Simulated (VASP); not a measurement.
A run of VASP 6.6.1:

INCAR

```
SYSTEM = WSe2
PREC     = Accurate       ! precision mode
ENCUT    = 520            ! plane-wave cutoff, eV
EDIFF    = 1E-6           ! SCF threshold, eV
ISMEAR   = 0              ! smearing method
SIGMA    = 0.05           ! smearing width, eV
LREAL    = .FALSE.        ! projectors in reciprocal space
LASPH    = .TRUE.         ! aspherical terms in the spheres
NELM     = 100            ! most SCF steps
ALGO     = Normal         ! electronic algorithm
ISIF     = 2              ! what is computed and relaxed
LWAVE    = .FALSE.        ! write WAVECAR
LCHARG   = .FALSE.        ! write CHGCAR
GGA      = PE             ! functional
IVDW     = 12             ! dispersion correction
NBANDS   = 35             ! bands
```

File KPOINTS:

```
regular mesh
0
G
  12 12 2
  0 0 0
```

File POSCAR:

```
WSe2
1.0
    3.2899984505      0.0000000000      0.0000000000
   -1.6449992252      2.8492222365      0.0000000000
    0.0000000000      0.0000000000     12.9700000000
W Se
2 4
Direct
    0.3256885527      0.6577282839      0.2476554422
    0.6621816310      0.3288040929      0.7496307957
    0.3357055038      0.6810363814      0.6207736904
    0.6717718669      0.3321131856      0.1220242750
    0.3462461088      0.6740006810      0.8796356712
    0.6584063367      0.3263173752      0.3802801255
```

Potentials or basis: VASP PAW PBE potentials, release 64 (W_sv, Se).

Command:

```bash
$ cat potpaw_PBE.64/W_sv/POTCAR potpaw_PBE.64/Se/POTCAR > POTCAR
$ mpirun -np 1 vasp_std > vasp.out
```

Hardware: 1 thread of Intel(R) Xeon(R) 6975P-C (Granite Rapids) (shared host).

Q: How long does it take, and how much memory?

A: It took 4 min on 1 thread of Intel(R) Xeon(R) 6975P-C (Granite Rapids), with other jobs on the host, peak memory 0.6 GiB. Counts: scf iterations 14, k points 148.
